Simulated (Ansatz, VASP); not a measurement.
**One calculation of Sb, two programs**

```
Sb
1.0
     2.17345   -6.22906    0.00000
     2.17345    6.22906    0.00000
     0.00000    0.00000    4.81805
Sb
4
Direct
  0.11486 0.88514 0.95389
  0.61486 0.38514 0.54611
  0.88514 0.11486 0.04611
  0.38514 0.61486 0.45389
```

Alike in both runs: task relaxation of cell and atoms; functional PBE; k mesh 10 × 10 × 10; occupations gaussian, width 0.1 eV; no spin polarisation.

```csv
,VASP,Ansatz
version,VASP 6.6.1,Ansatz 0.2.0
potentials or method,"VASP PAW PBE potentials, release 64 (Sb), cutoff 600 eV","scalar-relativistic, plane waves, PAW"
valence electrons in the cell,20,60
```

|  | VASP | Ansatz | Ansatz less VASP |
| --- | --- | --- | --- |
| gap on the k mesh at the Fermi level, each at its own relaxed structure (eV) | none | none | - |
| relaxed volume (Å³/atom) | 32.62 | 32.65 | +0.032 |
| relaxed cell length with the largest relative difference (Å) | 4.821 | 4.827 | +0.0061 |

A gap of «none» marks a metal or a gap that the smearing closes. VASP's potentials hold 20 valence electrons a cell and Ansatz's 60, so a difference there can come from the potentials and not from the codes.

Neither program's run includes spin-orbit coupling.
